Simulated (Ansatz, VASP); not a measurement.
Two plane-wave programs on ZnO

File INCAR:

```
SYSTEM = ZnO
  PREC = Accurate
  ENCUT = 520
  EDIFF = 1E-7
  ISMEAR = 0
  SIGMA = 0.05
  LREAL = .FALSE.
  LASPH = .TRUE.
  NELM = 100
  ALGO = Normal
  ISIF = 2
  LWAVE = .FALSE.
  LCHARG = .FALSE.
  GGA = PS
  NBANDS = 26
```

Contents of KPOINTS:

```
regular mesh
0
G
  9 9 4
  0 0 0
```

File POSCAR:

```
ZnO
1.0
    3.3372866661      0.0000000000      0.0000000000
   -1.6686433330      2.8901750325      0.0000000000
    0.0000000000      0.0000000000      7.3443545905
Zn O
2 2
Direct
    0.0000000000      0.0000000000      0.7500000000
    0.0000000000      0.0000000000      0.2500000000
    0.3333333333      0.6666666667      0.2500000000
    0.6666666667      0.3333333333      0.7500000000
```

Input for Ansatz:

```yaml
crystal:
  lattice:
    - [3.3372866661, 0.0, 0.0]
    - [-1.668643333, 2.8901750325, 0.0]
    - [0.0, 0.0, 7.3443545905]
  atoms:
    - { symbol: Zn, position: [0.0, 0.0, 0.75] }
    - { symbol: Zn, position: [0.0, 0.0, 0.25] }
    - { symbol: O, position: [0.3333333333, 0.6666666667, 0.25] }
    - { symbol: O, position: [0.6666666667, 0.3333333333, 0.75] }
basis:
  ecutwfc: 420
kpoints:
  mp_grid: { grid: [9, 9, 4] }
hamiltonian:
  xc: pbesol
scf:
  occupations: { method: gaussian, width: 0.05 }
output:
  forces: true
  stress: true
  eigenvalues: true
```

Change from the starting cell: strain +0.015 along x and y, +0.030 along z, atoms carried along.

Alike in both runs: task single point; functional PBEsol; k mesh 9 × 9 × 4; occupations gaussian, width 0.05 eV; no spin polarisation.

|  | VASP | Ansatz |
| --- | --- | --- |
| version | VASP 6.6.1 | Ansatz 0.2.0 |
| potentials or method | VASP PAW PBE potentials, release 64 (Zn, O), cutoff 520 eV | scalar-relativistic, plane waves, PAW |
| valence electrons in the cell | 36 | 36 |

|  | VASP | Ansatz | Ansatz less VASP |
| --- | --- | --- | --- |
| gap on the k mesh at the Fermi level (eV) | 0.77 | 0.78 | +0.003 |
| least direct gap on the mesh (eV) | 0.77 | 0.78 | +0.003 |
| pressure (GPa) | -7.1 | -7.6 | -0.55 |
| traceless stress, the component that is largest in VASP (GPa) | 6.25 | 6.89 | +0.640 |

VASP's potentials were made for PBE, not for PBEsol.
